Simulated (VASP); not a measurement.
Set up this calculation in VASP 6.6.1, as the native input.

```yaml
Task: single point
Functional: r2SCAN
Potentials_or_basis: VASP PAW PBE potentials, release 64 (Al, Cu)
Cutoff: 520 eV
k_mesh: 4 × 4 × 4
Occupations: gaussian, width 0.1 eV
Spin: no spin polarisation
Dipole_correction: no
Further_INCAR_settings: ALGO = Normal; EDIFF = 1e-06; NBANDS = 46
```

The system is AlCu3.

```
CELL_PARAMETERS angstrom
4.17251 0.00000 0.00000
0.00000 5.10702 0.00000
0.00000 0.00000 4.51172
ATOMIC_POSITIONS crystal
Al 0.00000 0.00000 0.66111
Al 0.50000 0.50000 0.33889
Cu 0.00000 0.50000 0.66267
Cu 0.50000 0.00000 0.33733
Cu 0.00000 0.25094 0.16006
Cu 0.00000 0.74906 0.16006
Cu 0.50000 0.24906 0.83994
Cu 0.50000 0.75094 0.83994
```

These files were run (other wordings do the same):

POSCAR

```
AlCu3
1.0
    4.1725144000      0.0000000000      0.0000000000
    0.0000000000      5.1070174600      0.0000000000
    0.0000000000      0.0000000000      4.5117153100
Al Cu
2 6
Direct
    0.0000000000      0.0000000000      0.6611100000
    0.5000000000      0.5000000000      0.3388900000
    0.0000000000      0.5000000000      0.6626749500
    0.5000000000      0.0000000000      0.3373250500
    0.0000000000      0.2509403100      0.1600646800
    0.0000000000      0.7490596900      0.1600646800
    0.5000000000      0.2490596900      0.8399353200
    0.5000000000      0.7509403100      0.8399353200
```

INCAR.step1

```
ALGO = Normal ; EDIFF = 1E-4
ENCUT = 520 ; GGA = PE
ISMEAR = 0 ; LASPH = True
LCHARG = False ; LREAL = False
LWAVE = True ; NBANDS = 46
NELM = 100 ; PREC = Accurate
SIGMA = 0.1
```

INCAR.step2

```
ALGO = Normal ; EDIFF = 1E-6
ENCUT = 520 ; ISIF = 2
ISMEAR = 0 ; ISTART = 1
LASPH = True ; LCHARG = False
LMIXTAU = True ; LREAL = False
LWAVE = False ; METAGGA = R2SCAN
NBANDS = 46 ; NELM = 100
PREC = Accurate ; SIGMA = 0.1
```

KPOINTS

```
k-points
0
Gamma
  4 4 4
```

Potentials or basis: VASP PAW PBE potentials, release 64 (Al, Cu).

Run with:

```console
$ cat potpaw_PBE.64/Al/POTCAR potpaw_PBE.64/Cu/POTCAR > POTCAR
$ cp INCAR.step1 INCAR
$ mpirun -np 1 vasp_std > vasp.out
$ cp INCAR.step2 INCAR
$ mpirun -np 1 vasp_std > vasp.out
```

It gave:

```yaml
Pressure: 0.8 GPa
Largest_force: 0.010 eV/Å
Band_gap_on_the_k_mesh: zero (bands 36 and 37 overlap by 4.26 eV)
```

Caveat: the k points lie up to 0.38 Å⁻¹ apart, too coarse for converged energies and pressures of a metal; the PAW data sets were made with another functional, which shifts forces and pressure a little.

It took 9 min on 1 thread of Intel Xeon 8259CL, on a shared host, peak memory 0.27 GiB.
